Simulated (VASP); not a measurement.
Input of a VASP 6.6.1 run:

POSCAR

```
LiH
1.0
    2.7815484433      0.0000000000      0.0000000000
   -1.3907742217      2.4088916138      0.0000000000
    0.0000000000      0.0000000000      4.8729607009
Li H
2 2
Direct
    0.0000000000      0.0000000000      0.0000000000
    0.0000000000      0.0000000000      0.5000000000
    0.3333333333      0.6666666667      0.2500000000
    0.6666666667      0.3333333333      0.7500000000
```

File INCAR.step1:

```
SYSTEM = LiH
  PREC = Accurate
  ENCUT = 520
  ISMEAR = 0
  SIGMA = 0.01
  LREAL = .False.
  LASPH = .True.
  NELM = 100
  NBANDS = 12
  GGA = PE
  ALGO = Normal
  EDIFF = 1E-4
  LWAVE = .True.
  LCHARG = .False.
```

File INCAR.step2:

```
SYSTEM = LiH
  PREC = Accurate
  ENCUT = 520
  EDIFF = 1E-6
  ISMEAR = 0
  SIGMA = 0.01
  LREAL = .False.
  LASPH = .True.
  NELM = 100
  ALGO = Normal
  ISIF = 2
  LWAVE = .False.
  LCHARG = .False.
  METAGGA = R2SCAN
  LMIXTAU = .True.
  NBANDS = 12
  ISTART = 1
```

File KPOINTS:

```
Automatic mesh
0
Gamma
  9 9 4
  0 0 0
```

Potentials or basis: VASP PAW PBE potentials, release 64 (Li_sv, H).

Launch:

```console
$ cat potpaw_PBE.64/Li_sv/POTCAR potpaw_PBE.64/H/POTCAR > POTCAR
$ cp INCAR.step1 INCAR
$ mpirun -np 1 vasp_std > vasp.out
$ cp INCAR.step2 INCAR
$ mpirun -np 1 vasp_std > vasp.out
```

Q: What does it give for the band gap on the k mesh?

A: 5.14 eV, indirect (least direct gap 5.67 eV).

Caveat: the PAW data sets were made with another functional, which shifts forces and pressure a little. r2SCAN opens gaps a little over a GGA but as a rule still falls short of measured ones.
